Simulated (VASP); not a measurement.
# SnO in VASP: a series of runs

Runs on SnO. Level: PBE+D3(BJ). Tasks: single point.

All numbers are computed with VASP 6.6.1; they aren't measurements. Logs are shortened: lines on timing, memory, paths and dates and some standing lists are left out, and cuts for length are marked.

## 1. The cell of the first run

The cell holds a slab with vacuum, 8 atoms: a = 3.820 Å, b = 3.820 Å, c = 22.226 Å, α = 90.00°, β = 90.00°, γ = 90.00°.

## 2. Single point, PBE+D3(BJ) (layers slid over each other)

INCAR

```
SYSTEM = SnO
  PREC = Accurate
  ENCUT = 520
  EDIFF = 1E-7
  ISMEAR = 0
  SIGMA = 0.05
  LREAL = .FALSE.
  LASPH = .TRUE.
  NELM = 60
  ALGO = Normal
  ISIF = 2
  LWAVE = .FALSE.
  LCHARG = .FALSE.
  LDIPOL = .TRUE.
  IDIPOL = 3
  DIPOL = 0.5 0.5 0.399
  GGA = PE
  IVDW = 12
  NBANDS = 50
```

KPOINTS

```
regular mesh
0
G
  7 7 1
  0 0 0
```

POSCAR

```
SnO
1.0
    3.8201528477      0.0002954339      0.0000000000
   -0.0003145169      3.8201528461      0.0000000000
    0.0000000000      0.0000000000     22.2260749922
Sn O
4 4
Direct
    0.9999452930      0.9999452930      0.2024648977
    0.4999452930      0.4999452930      0.3087831522
    0.6249452930      0.9999452930      0.4887519501
    0.1249452930      0.4999452930      0.5950702046
    0.9999461076      0.4999461076      0.2556240249
    0.4999461076      0.9999461076      0.2556240249
    0.6249461076      0.4999461076      0.5419110773
    0.1249461076      0.9999461076      0.5419110773
```

Potentials or basis: VASP PAW PBE potentials, release 64 (Sn_d, O).

Launch:

```
$ cat potpaw_PBE.64/Sn_d/POTCAR potpaw_PBE.64/O/POTCAR > POTCAR
$ mpirun -np 1 vasp_std > vasp.out
```

OUTCAR:

```text
SYSTEM = SnO
   PREC = Accurate
   ENCUT = 520
   EDIFF = 1E-7
   ISMEAR = 0
   LREAL = .FALSE.
   LASPH = .TRUE.
   NELM = 60
   ISIF = 2
   GGA = PE
   IVDW = 12
 IVDW          = 12

 ion  position               nearest neighbor table
   1  1.000  1.000  0.202-   5 2.25   6 2.25   5 2.25   6 2.25   2 3.59   2 3.59   2 3.59   2 3.59

   2  0.500  0.500  0.309-   6 2.25   5 2.25   6 2.25   5 2.25   1 3.59   1 3.59   1 3.59   1 3.59

   3  0.625  1.000  0.489-   7 2.25   8 2.25   7 2.25   8 2.25   4 3.59   4 3.59   4 3.59   4 3.59

   4  0.125  0.500  0.595-   8 2.25   7 2.25   8 2.25   7 2.25   3 3.59   3 3.59   3 3.59   3 3.59

   5  1.000  0.500  0.256-   1 2.25   2 2.25   1 2.25   2 2.25
   6  0.500  1.000  0.256-   1 2.25   2 2.25   1 2.25   2 2.25
   7  0.625  0.500  0.542-   3 2.25   4 2.25   3 2.25   4 2.25
   8  0.125  1.000  0.542-   3 2.25   4 2.25   3 2.25   4 2.25

  LATTYP: Found a simple tetragonal cell.
 ALAT       =     3.8201528591
 C/A-ratio  =     5.8181114243

  Lattice vectors:

 A1 = (   3.8201528477,   0.0002954339,   0.0000000000)
 A2 = (  -0.0003145169,   3.8201528461,   0.0000000000)
 A3 = (   0.0000000000,   0.0000000000,  22.2260749922)

Analysis of symmetry for initial positions (statically):
=====================================================================
 Subroutine PRICEL returns:
 Original cell was already a primitive cell.

 Routine SETGRP: Setting up the symmetry group for a
 simple tetragonal supercell.

 Subroutine GETGRP returns: Found  4 space group operations
 (whereof  1 operations were pure point group operations)
 out of a pool of 16 trial point group operations.

The static configuration has the point symmetry C_1 .
 The point group associated with its full space group is C_2h.

Analysis of symmetry for dynamics (positions and initial velocities):
=====================================================================
 Subroutine PRICEL returns:
 Original cell was already a primitive cell.

 Routine SETGRP: Setting up the symmetry group for a
 simple tetragonal supercell.

 Subroutine GETGRP returns: Found  4 space group operations
 (whereof  1 operations were pure point group operations)
 out of a pool of 16 trial point group operations.

The dynamic configuration has the point symmetry C_1 .
 The point group associated with its full space group is C_2h.

 Subroutine INISYM returns: Found  4 space group operations
 (whereof  1 operations are pure point group operations),
 and found     1 'primitive' translations

----------------------------------------------------------------------------------------

                                     Primitive cell

  volume of cell :     324.3577

  direct lattice vectors                    reciprocal lattice vectors
     3.820152848  0.000295434  0.000000000     0.261769629  0.000021552  0.000000000
    -0.000314517  3.820152846  0.000000000    -0.000020244  0.261769629  0.000000000
     0.000000000  0.000000000 22.226074992     0.000000000  0.000000000  0.044992199

  length of vectors
     3.820152859  3.820152859 22.226074992     0.261769630  0.261769630  0.044992199

  position of ions in fractional coordinates (direct lattice)
     0.999945293  0.999945293  0.202464898
     0.499945293  0.499945293  0.308783152
     0.624945293  0.999945293  0.488751950
     0.124945293  0.499945293  0.595070205
     0.999946108  0.499946108  0.255624025
     0.499946108  0.999946108  0.255624025
     0.624946108  0.499946108  0.541911077
     0.124946108  0.999946108  0.541911077

  ion indices of the primitive-cell ions
   primitive index   ion index
                 1           1
                 2           2
                 3           3
                 4           4
                 5           5
                 6           6
                 7           7
                 8           8

----------------------------------------------------------------------------------------

 KPOINTS: regular mesh

Automatic generation of k-mesh.
 Grid dimensions read from file:
 generate k-points for:    7    7    1

 Generating k-lattice:

  Cartesian coordinates                     Fractional coordinates (reciprocal lattice)
     0.037395661  0.000003079  0.000000000     0.142857143  0.000000000  0.000000000
    -0.000002892  0.037395661  0.000000000     0.000000000  0.142857143  0.000000000
     0.000000000  0.000000000  0.044992199     0.000000000  0.000000000  1.000000000

  Length of vectors
     0.037395661  0.037395661  0.044992199

  Shift w.r.t. Gamma in fractional coordinates (k-lattice)
     0.000000000  0.000000000  0.000000000

 Subroutine IBZKPT returns following result:
 ===========================================

 Found     16 irreducible k-points:

 Following reciprocal coordinates:
            Coordinates               Weight
  0.000000  0.000000  0.000000      1.000000
  0.142857  0.000000  0.000000      2.000000
  0.000000  0.142857  0.000000      2.000000
  0.285714 -0.000000  0.000000      2.000000
  0.000000  0.285714  0.000000      2.000000
  0.428571 -0.000000  0.000000      2.000000
[... 8 lines left out ...]
 -0.285714  0.428571  0.000000      4.000000
  0.428571  0.428571  0.000000      4.000000
   k-points           NKPTS =     16   k-points in BZ     NKDIM =     16   number of bands    NBANDS=     50
   number of dos      NEDOS =    301   number of ions     NIONS =      8
   total plane-waves  NPLWV = 131712
   dimension x,y,z NGX =    28 NGY =   28 NGZ =  168
   dimension x,y,z NGXF=    56 NGYF=   56 NGZF=  336
   ions per type =               4   4
   NGX,Y,Z   is equivalent  to a cutoff of  12.19, 12.19, 12.57 a.u.
   NGXF,Y,Z  is equivalent  to a cutoff of  24.37, 24.37, 25.13 a.u.
 SYSTEM =  SnO
   PREC   = accura    normal or accurate (medium, high low for compatibility)
   ISTART =      0    job   : 0-new  1-cont  2-samecut
   ICHARG =      2    charge: 1-file 2-atom 10-const
   ISPIN  =      1    spin polarized calculation?
   LNONCOLLINEAR =      F non collinear calculations
   LSORBIT =      F    spin-orbit coupling
   LASPH  =      T    aspherical Exc in radial PAW
   ENCUT  =  520.0 eV  38.22 Ry    6.18 a.u.   7.10  7.10 41.33*2*pi/ulx,y,z
   NELM   =     60;   NELMIN=  2; NELMDL= -5     # of ELM steps
   EDIFF  = 0.1E-06   stopping-criterion for ELM
   LREAL  =      F    real-space projection
   EDIFFG = 0.1E-05   stopping-criterion for IOM
   NSW    =      0    number of steps for IOM
   IBRION =     -1    ionic relax: 0-MD 1-quasi-New 2-CG
   NFREE  =      0    steps in history (QN), initial steepest desc. (CG)
   ISIF   =      2    stress and relaxation
   ISYM   =      2    0-nonsym 1-usesym 2-fastsym
   POTIM  = 0.5000    time-step for ionic-motion
   TEBEG  =    0.0;   TEEND  =   0.0 temperature during run
   PSTRESS=    0.0 pullay stress
   NELECT =      80.0000    total number of electrons
   NUPDOWN=      -1.0000    fix difference up-down
   EMIN   =  10.00;   EMAX   =-10.00  energy-range for DOS
   EFERMI =   0.00;   METHOD = LEGACY
   ISMEAR =     0;   SIGMA  =   0.05  broadening in eV -4-tet -1-fermi 0-gaus
   EFERMI_NEDOS =   21; number of points for ismear=-14 and -15
   IALGO  =     38    algorithm
   IMIX   =      4    mixing-type and parameters
     AMIX     =   0.40;   BMIX     =  1.00
     AMIX_MAG =   1.60;   BMIX_MAG =  1.00
  volume/ion in A,a.u.               =      40.54       273.61
  Fermi-wavevector in a.u.,A,eV,Ry     =   1.026668  1.940121 14.341186  1.054047
  Thomas-Fermi vector in A             =   2.160573
   LORBIT       =      0    0 simple, 1 ext, 2 COOP (PROOUT), +10 PAW based schemes
   GGA     = PE    functional components
   LHFCALC =     F    Hartree Fock is set to
   AEXX    =    0.0000 exact exchange contribution
   IVDW    =    12    specifies the selected vdW correction
   LEPSILON=     F    determine dielectric tensor
   LRPA    =     F    only Hartree local field effects (RPA)
 non-spin polarized calculation
 Gauss-broadening in eV      SIGMA  =   0.05
  energy-cutoff  :      520.00
  volume of cell :      324.36
 maximum number of plane-waves:      8769
   NGX = 15   NGY = 15   NGZ = 83

 dipolmoment           0.000000      0.000000     -0.000002 electrons x Angstroem

 number of electron      79.9999970 magnetization

 dipolmoment           0.000000      0.000000      0.000000 electrons x Angstroem

 Free energy of the ion-electron system (eV)
  ---------------------------------------------------
  ext. energy  EPLUGINS =         0.00000000
  ---------------------------------------------------
  free energy    TOTEN  =       -45.17527098 eV

  energy without entropy =      -45.17527098  energy(sigma->0) =      -45.17527098

 E-fermi :   0.0733     XC(G=0):  -5.2966

 val. band max:       -0.1561880690   @ k =   0.1429   0.0000   0.0000
 cond. band min:       2.2216456661   @ k =   0.4286  -0.0000   0.0000
 fundamental gap:      2.3778337351
 Fermi energy:         0.0733093916

 k-point     1 :       0.0000    0.0000    0.0000
  band No.  band energies     occupation
      1     -21.0561      2.00000
      2     -21.0561      2.00000
      3     -20.6956      2.00000
      4     -20.6956      2.00000
      5     -20.6582      2.00000
      6     -20.6580      2.00000
[... 42 lines left out ...]
     49       5.2150      0.00000
     50       5.2586      0.00000

 k-point     2 :       0.1429    0.0000    0.0000
  band No.  band energies     occupation
      1     -21.0472      2.00000
      2     -21.0471      2.00000
      3     -20.6963      2.00000
      4     -20.6961      2.00000
      5     -20.6597      2.00000
      6     -20.6588      2.00000
[... 42 lines left out ...]
     49       5.4351      0.00000
     50       5.4620      0.00000

 k-point     3 :       0.0000    0.1429    0.0000
  band No.  band energies     occupation
      1     -21.0472      2.00000
      2     -21.0471      2.00000
      3     -20.6963      2.00000
      4     -20.6962      2.00000
      5     -20.6599      2.00000
      6     -20.6596      2.00000
[... 42 lines left out ...]
     49       5.3907      0.00000
     50       5.4502      0.00000

 k-point     4 :       0.2857   -0.0000    0.0000
  band No.  band energies     occupation
      1     -21.0223      2.00000
      2     -21.0222      2.00000
      3     -20.7927      2.00000
      4     -20.7925      2.00000
      5     -20.6640      2.00000
      6     -20.6633      2.00000
[... 575 lines left out ...]
 k-point    15 :      -0.2857    0.4286    0.0000
  band No.  band energies     occupation
      1     -20.9912      2.00000
      2     -20.9909      2.00000
      3     -20.9491      2.00000
      4     -20.9488      2.00000
      5     -20.6607      2.00000
      6     -20.6606      2.00000
[... 42 lines left out ...]
     49       5.8634      0.00000
     50       6.1380      0.00000

 k-point    16 :       0.4286    0.4286    0.0000
  band No.  band energies     occupation
      1     -20.9970      2.00000
      2     -20.9967      2.00000
      3     -20.9831      2.00000
      4     -20.9828      2.00000
      5     -20.6626      2.00000
      6     -20.6625      2.00000
[... 42 lines left out ...]
     49       6.2046      0.00000
     50       6.4455      0.00000

------------------------ aborting loop because EDIFF is reached ----------------------------------------

 vacuum level on the upper side and lower side of the slab       (xc-potential included)        -0.121        -0.122

 Edisp (eV)   -1.25569

 E8    (eV) :    -0.5555

  FORCE on cell =-STRESS in cart. coord.  units (eV):
  Direction    XX          YY          ZZ          XY          YZ          ZX
  --------------------------------------------------------------------------------------
  -------------------------------------------------------------------------------------
  Total       0.17688     0.27963    -0.14685    -0.00001     0.00001     0.14092
  in kB       0.87373     1.38124    -0.72538    -0.00005     0.00005     0.69606
  external pressure =        0.51 kB  Pullay stress =        0.00 kB

 VOLUME and BASIS-vectors are now :
 -----------------------------------------------------------------------------
  energy-cutoff  :      520.00
  volume of cell :      324.36
      direct lattice vectors                 reciprocal lattice vectors
     3.820152848  0.000295434  0.000000000     0.261769629  0.000021552  0.000000000
    -0.000314517  3.820152846  0.000000000    -0.000020244  0.261769629  0.000000000
     0.000000000  0.000000000 22.226074992     0.000000000  0.000000000  0.044992199

 POSITION                                       TOTAL-FORCE (eV/Angst)
 -----------------------------------------------------------------------------------
      3.81963      3.82024      4.50000        -0.002741     -0.000000     -0.078193
      1.90971      1.91002      6.86304        -0.011470     -0.000001      0.135395
      2.38707      3.82013     10.86304         0.011470      0.000001     -0.135395
      0.47715      1.90990     13.22607         0.002741      0.000000      0.078193
      3.81979      1.91017      5.68152        -0.016744     -0.000001      0.011218
      1.90956      3.82009      5.68152         0.005674      0.000000      0.009752
      2.38723      1.91006     12.04456        -0.005674     -0.000000     -0.009752
      0.47700      3.81998     12.04456         0.016744      0.000001     -0.011218
 -----------------------------------------------------------------------------------
    total drift:                               -0.013937     -0.013940      0.000009

  FREE ENERGIE OF THE ION-ELECTRON SYSTEM (eV)
  ---------------------------------------------------
  free  energy   TOTEN  =       -46.4309658310 eV

  energy  without entropy=      -46.4309658310  energy(sigma->0) =      -46.43096583

 vacuum level on the upper side and lower side of the slab         4.817         4.817
```

Wall time 3.4 min (1 thread of Intel Xeon 6975P-C (Granite Rapids), shared host); peak memory 0.43 GiB.

What came out:

```yaml
Free_energy: -46.4310 eV
Largest_force: 0.136 eV/Å
Band_gap_on_the_k_mesh: 2.38 eV (least direct gap 2.53 eV)
Dispersion_energy_per_atom: -0.157 eV
```

Forces in eV/Å, atoms in the order of the input:
```
Sn  -0.003  0.000 -0.078
Sn  -0.011  0.000  0.135
Sn   0.011  0.000 -0.135
Sn   0.003  0.000  0.078
O   -0.017  0.000  0.011
O    0.006  0.000  0.010
O   -0.006  0.000 -0.010
O    0.017  0.000 -0.011
```

Caveat: the cell differs from its parent crystal (layers slid over each other); spin-orbit coupling is left out, which moves the levels of the heavy elements.

## 3. Single point, PBE+D3(BJ) (layers slid over each other)

INCAR

```
SYSTEM = SnO
PREC     = Accurate       ! precision mode
ENCUT    = 520            ! plane-wave cutoff, eV
EDIFF    = 1E-6           ! SCF threshold, eV
ISMEAR   = 0              ! smearing method
SIGMA    = 0.05           ! smearing width, eV
LREAL    = .FALSE.        ! projectors in reciprocal space
LASPH    = .TRUE.         ! aspherical terms in the spheres
NELM     = 80             ! most SCF steps
ALGO     = Normal         ! electronic algorithm
ISIF     = 2              ! what is computed and relaxed
LWAVE    = .FALSE.        ! write WAVECAR
LCHARG   = .FALSE.        ! write CHGCAR
LDIPOL   = .TRUE.       
IDIPOL   = 3            
DIPOL    = 0.5 0.5 0.399
GGA      = PE             ! functional
IVDW     = 12             ! dispersion correction
NBANDS   = 50             ! bands
```

KPOINTS

```
Automatic mesh
0
G
  7 7 1
  0 0 0
```

POSCAR

```
SnO
1.0
    3.8201528477      0.0002954339      0.0000000000
   -0.0003145169      3.8201528461      0.0000000000
    0.0000000000      0.0000000000     22.2260749922
Sn O
4 4
Direct
    0.9999452930      0.9999452930      0.2024648977
    0.4999452930      0.4999452930      0.3087831522
    0.7499452930      0.9999452930      0.4887519501
    0.2499452930      0.4999452930      0.5950702046
    0.9999461076      0.4999461076      0.2556240249
    0.4999461076      0.9999461076      0.2556240249
    0.7499461076      0.4999461076      0.5419110773
    0.2499461076      0.9999461076      0.5419110773
```

Potentials or basis: VASP PAW PBE potentials, release 64 (Sn_d, O).

Launch:

```
$ cat potpaw_PBE.64/Sn_d/POTCAR potpaw_PBE.64/O/POTCAR > POTCAR
$ mpirun -np 1 vasp_std > vasp.out
```

It took 5.6 min on 1 thread of Intel Xeon Platinum 8488C (Sapphire Rapids), shared host; peak memory 0.45 GiB.

Results (log left out):

```yaml
Free_energy: -46.4460 eV
Largest_force: 0.163 eV/Å
Band_gap_on_the_k_mesh: 2.51 eV (least direct gap 2.54 eV)
Dispersion_energy_per_atom: -0.157 eV
```

Forces on the atoms (eV/Å):
```
Sn  -0.004  0.000 -0.077
Sn  -0.015  0.000  0.163
Sn   0.015  0.000 -0.163
Sn   0.004  0.000  0.077
O   -0.022  0.000  0.013
O    0.008  0.000  0.013
O   -0.008  0.000 -0.013
O    0.022  0.000 -0.013
```

Levels at points of the mesh, in eV from the valence-band top:
| k point | band 37 | band 38 | band 39 | band 40 | band 41 | band 42 | band 43 | band 44 |
| --- | --- | --- | --- | --- | --- | --- | --- | --- |
| (0.00, 0.00, 0.00) | -1.98 | -1.98 | -0.66 | -0.03 | 2.51 | 2.83 | 2.84 | 3.87 |

Caveat: the cell differs from its parent crystal (layers slid over each other); spin-orbit coupling is left out, which moves the levels of the heavy elements.
